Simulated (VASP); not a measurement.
# NiO (Fm-3m) in VASP: settings compared, part 2 of 2

VASP 6.6.1. Earlier steps stand in the parts before.

## (5) Single point, LDA, collinear spin, ferromagnetic start

This run uses another cell than the first one, of 9.26 Å³/atom.

Input file INCAR:

```
ALGO     = Normal         # electronic algorithm
EDIFF    = 1E-6           # SCF threshold, eV
ENCUT    = 700            # plane-wave cutoff, eV
GGA      = CA             # functional
GGA_COMPAT= F            
ISIF     = 2              # what is computed and relaxed
ISMEAR   = -1             # smearing method
ISPIN    = 2              # spin polarisation
LASPH    = T              # aspherical terms in the spheres
LCHARG   = F              # write CHGCAR
LMAXMIX  = 4              # l up to which the mixer works
LORBIT   = 11             # projections on sites
LREAL    = F              # projectors in reciprocal space
LWAVE    = F              # write WAVECAR
MAGMOM   = 1 0            # initial moments
NBANDS   = 23             # bands
NELM     = 200            # most SCF steps
PREC     = Accurate       # precision mode
SIGMA    = 0.05           # smearing width, eV
```

Input file KPOINTS:

```
k-points
0
Gamma
  11 11 11
```

Input file POSCAR:

```
NiO
1.0
    0.0000000000      2.0997159621      2.0997159621
    2.0997159621      0.0000000000      2.0997159621
    2.0997159621      2.0997159621      0.0000000000
Ni O
1 1
Direct
    0.0000000000      0.0000000000      0.0000000000
    0.5000000000      0.5000000000      0.5000000000
```

Potentials or basis: VASP PAW LDA potentials, release 64 (Ni_sv_GW, O).

Command:

```bash
$ cat potpaw_LDA.64/Ni_sv_GW/POTCAR potpaw_LDA.64/O/POTCAR > POTCAR
$ mpirun -np 1 vasp_std > vasp.out
```

OUTCAR:

```text
EDIFF = 1E-6
   ENCUT = 700
   GGA = CA
   ISIF = 2
   ISMEAR = -1
   ISPIN = 2
   LASPH = T
   LORBIT = 11
   LREAL = F
   NELM = 200
   PREC = Accurate

 ion  position               nearest neighbor table
   1  0.000  0.000  0.000-   2 2.10   2 2.10   2 2.10   2 2.10   2 2.10   2 2.10
   2  0.500  0.500  0.500-   1 2.10   1 2.10   1 2.10   1 2.10   1 2.10   1 2.10

  LATTYP: Found a face centered cubic cell.
 ALAT       =     4.1994319242

  Lattice vectors:

 A1 = (   0.0000000000,   2.0997159621,   2.0997159621)
 A2 = (   2.0997159621,   0.0000000000,   2.0997159621)
 A3 = (   2.0997159621,   2.0997159621,   0.0000000000)

Analysis of symmetry for initial positions (statically):
=====================================================================
 Subroutine PRICEL returns:
 Original cell was already a primitive cell.

 Routine SETGRP: Setting up the symmetry group for a
 face centered cubic supercell.

[... 823 lines left out ...]
      5     -13.6748      1.00000
      6       3.3006      1.00000
[... 613 lines left out ...]
     22      36.9101      0.00000
     23      38.0169      0.00000

 [... further k-points ...]

------------------------ aborting loop because EDIFF is reached ----------------------------------------

  FORCE on cell =-STRESS in cart. coord.  units (eV):
  Direction    XX          YY          ZZ          XY          YZ          ZX
  --------------------------------------------------------------------------------------
  -------------------------------------------------------------------------------------
  Total       -2.6798408     -2.6798408     -2.6798408     -0.0000000     -0.0000000      0.0000000
  in kB     -231.9038343   -231.9038343   -231.9038343     -0.0000000     -0.0000000      0.0000000
  external PRESSURE =    -231.9038343 kB  Pullay stress =       0.0000000 kB

 VOLUME and BASIS-vectors are now :
 -----------------------------------------------------------------------------
  energy-cutoff  :      700.00
  volume of cell :       18.51
      direct lattice vectors                 reciprocal lattice vectors
     0.000000000  2.099715962  2.099715962    -0.238127446  0.238127446  0.238127446
     2.099715962  0.000000000  2.099715962     0.238127446 -0.238127446  0.238127446
     2.099715962  2.099715962  0.000000000     0.238127446  0.238127446 -0.238127446

 POSITION                                       TOTAL-FORCE (eV/Angst)
 -----------------------------------------------------------------------------------
      0.00000      0.00000      0.00000        -0.000000      0.000000     -0.000000
      2.09972      2.09972      2.09972         0.000000     -0.000000      0.000000
 -----------------------------------------------------------------------------------
    total drift:                               -0.000000      0.000000      0.000000

  FREE ENERGIE OF THE ION-ELECTRON SYSTEM (eV)
  ---------------------------------------------------
  free  energy   TOTEN  =       -14.1134189841 eV

  energy  without entropy=      -14.0985796886  energy(sigma->0) =      -14.10599934

 total charge

# of ion       s       p       d       f       tot
--------------------------------------------------
    1        2.146   6.196   7.858   0.009  16.210
    2        1.558   3.329   0.000   0.000   4.887
--------------------------------------------------
tot          3.704   9.526   7.858   0.009  21.097

 magnetization (x)

# of ion       s       p       d       f       tot
--------------------------------------------------
    1        0.002   0.002   0.213   0.000   0.218
    2        0.005   0.026   0.000   0.000   0.031
--------------------------------------------------
tot          0.007   0.028   0.213   0.000   0.249
```

OSZICAR:

```text
N       E                     dE             d eps       ncg     rms          rms(c)
DAV:   1     0.260982609634E+03    0.26098E+03   -0.14645E+04  7790   0.403E+03
DAV:   2    -0.652200713699E+01   -0.26750E+03   -0.25485E+03  8296   0.924E+02
DAV:   3    -0.194652371824E+02   -0.12943E+02   -0.12882E+02  7834   0.214E+02
DAV:   4    -0.196669098645E+02   -0.20167E+00   -0.20164E+00  7306   0.140E+01
DAV:   5    -0.196735176914E+02   -0.66078E-02   -0.66077E-02  6692   0.242E+00    0.186E+01
DAV:   6    -0.204306659562E+02   -0.75715E+00   -0.63148E+01  8562   0.390E+02    0.269E+01
DAV:   7    -0.142797098113E+02    0.61510E+01   -0.35603E+01  7182   0.354E+02    0.399E+00
DAV:   8    -0.141413662892E+02    0.13834E+00   -0.93510E-01  8457   0.183E+01    0.186E+00
DAV:   9    -0.141059685678E+02    0.35398E-01   -0.90308E-02  9438   0.130E+01    0.130E+00
DAV:  10    -0.141126995652E+02   -0.67310E-02   -0.60601E-03  8476   0.295E+00    0.571E-01
DAV:  11    -0.141127957989E+02   -0.96234E-04   -0.49889E-03  9309   0.424E+00    0.233E-01
DAV:  12    -0.141133120917E+02   -0.51629E-03   -0.41898E-04  8909   0.928E-01    0.133E-01
DAV:  13    -0.141133836858E+02   -0.71594E-04   -0.29832E-04  9100   0.974E-01    0.423E-02
DAV:  14    -0.141134020015E+02   -0.18316E-04   -0.18081E-05  8069   0.134E-01    0.331E-02
DAV:  15    -0.141134160077E+02   -0.14006E-04   -0.23532E-05  8264   0.253E-01    0.133E-02
DAV:  16    -0.141134185632E+02   -0.25555E-05   -0.20297E-06  3452   0.820E-02    0.550E-03
DAV:  17    -0.141134189841E+02   -0.42091E-06   -0.48427E-07  3101   0.330E-02
   1 F= -.14113419E+02 E0= -.14105999E+02  d E =-.148393E-01  mag=     0.2545
```

It took 78 s on 1 thread of AMD EPYC 9R45 (Zen 5), shared host; peak memory 0.18 GiB.

Results:

```yaml
Free_energy: -14.1134 eV
Pressure: -23.2 GPa
Net_moment: 0.26 μB per cell
Site_moments: Ni +0.22; O +0.03 μB
Valence_electrons_inside_the_program's_atomic_spheres: Ni 16.21; O 4.89
```

Caveat: the cell stands under tension; semilocal functionals often make such compounds metallic where correlation or magnetic order opens a gap, which also shifts bond lengths. With open d or f shells a metallic result of LDA can be an artefact of self-interaction; +U or a hybrid may open a gap.

## (6) Single point, LDA, collinear spin, ferromagnetic start

This run uses another cell than the first one, of 8.89 Å³/atom.

Input file INCAR:

```
SYSTEM = NiO
PREC = Accurate
ENCUT = 700
EDIFF = 1E-6
ISMEAR = -1
SIGMA = 0.05
LREAL = .FALSE.
LASPH = .TRUE.
NELM = 200
ALGO = Normal
ISIF = 2
LWAVE = .FALSE.
LCHARG = .FALSE.
ISPIN = 2
MAGMOM = 1 0
LORBIT = 11
LMAXMIX = 4
NBANDS = 23
GGA_COMPAT = .FALSE.
```

Input file KPOINTS:

```
Automatic mesh
0
G
  11 11 11
  0 0 0
```

Input file POSCAR:

```
NiO
1.0
    0.0000000000      2.0719018797      2.0719018797
    2.0719018797      0.0000000000      2.0719018797
    2.0719018797      2.0719018797      0.0000000000
Ni O
1 1
Direct
    0.0000000000      0.0000000000      0.0000000000
    0.5000000000      0.5000000000      0.5000000000
```

Potentials or basis: VASP PAW LDA potentials, release 64 (Ni_sv_GW, O).

Command:

```bash
$ cat potpaw_LDA.64/Ni_sv_GW/POTCAR potpaw_LDA.64/O/POTCAR > POTCAR
$ mpirun -np 1 vasp_std > vasp.out
```

Run time: 84 s. Hardware: 1 thread of AMD EPYC 7R13 (Zen 3), shared host; peak memory 0.17 GiB.

The run converged. Its results:

| Property | Result |
| --- | --- |
| Free energy | -14.1989 eV |
| Pressure | -16.0 GPa |
| Net moment | 0.27 μB per cell |
| Site moments | Ni +0.23; O +0.03 μB |
| Valence electrons inside the program's atomic spheres | Ni 16.24; O 4.91 |

Levels at points of the mesh, in eV from the Fermi level:
Spin up:
```tsv
k point	band 8	band 9	band 10	band 11	band 12	band 13	band 14	band 15	band 16	band 17
(0.00, 0.00, 0.00)	-3.23	-1.96	-1.96	-1.96	-1.82	-1.82	1.76	17.74	19.09	19.09
```
Spin down:
| k point | band 9 | band 10 | band 11 | band 12 | band 13 | band 14 | band 15 | band 16 |
| --- | --- | --- | --- | --- | --- | --- | --- | --- |
| (0.00, 0.00, 0.00) | -1.81 | -1.81 | -1.81 | -1.53 | -1.53 | 1.81 | 17.74 | 19.14 |

Caveat: the cell stands under tension; semilocal functionals often make such compounds metallic where correlation or magnetic order opens a gap, which also shifts bond lengths. With open d or f shells a metallic result of LDA can be an artefact of self-interaction; +U or a hybrid may open a gap.

## (7) Summary

| level | potentials or basis | cell | smearing | gap on the mesh (eV) | pressure (GPa) | moment (μB) |
| --- | --- | --- | --- | --- | --- | --- |
| PBEsol | VASP PAW PBE potentials, release 64 (Ni_sv_GW, O) | a = 2.950 Å, angles 60.0°, 2 atoms | tetrahedron | none | -6.2 | 1.63 |
| BLYP+D3(BJ) | VASP PAW PBE potentials, release 64 (Ni_sv_GW, O) | a = 2.930 Å, angles 60.0°, 2 atoms | fermi-dirac 0.05 eV | none | 11.0 | 1.59 |
| BLYP+D3(BJ) | VASP PAW PBE potentials, release 64 (Ni_sv_GW, O) | a = 2.969 Å, angles 60.0°, 2 atoms | fermi-dirac 0.05 eV | none | 1.8 | 1.74 |
| LDA | VASP PAW LDA potentials, release 64 (Ni_sv_GW, O) | a = 2.969 Å, angles 60.0°, 2 atoms | fermi-dirac 0.05 eV | none | -23.2 | 0.26 |
| LDA | VASP PAW LDA potentials, release 64 (Ni_sv_GW, O) | a = 2.930 Å, angles 60.0°, 2 atoms | fermi-dirac 0.05 eV | none | -16.0 | 0.27 |

Alike in all rows: task single point; spin collinear, ferromagnetic start; k mesh 11 × 11 × 11; cutoff (eV) 700.

Caveats: semilocal functionals often make such compounds metallic where correlation or magnetic order opens a gap, which also shifts bond lengths; the cell stands under tension (at least some runs); the PAW data sets were made with another functional, which shifts forces and pressure a little (at least some runs); a cell with one magnetic atom can't hold antiferromagnetic order, which such compounds often take (at least some runs); the cell stands under pressure (at least some runs).

Total energies depend on the potentials used, so only differences within one code and one set of settings carry meaning.
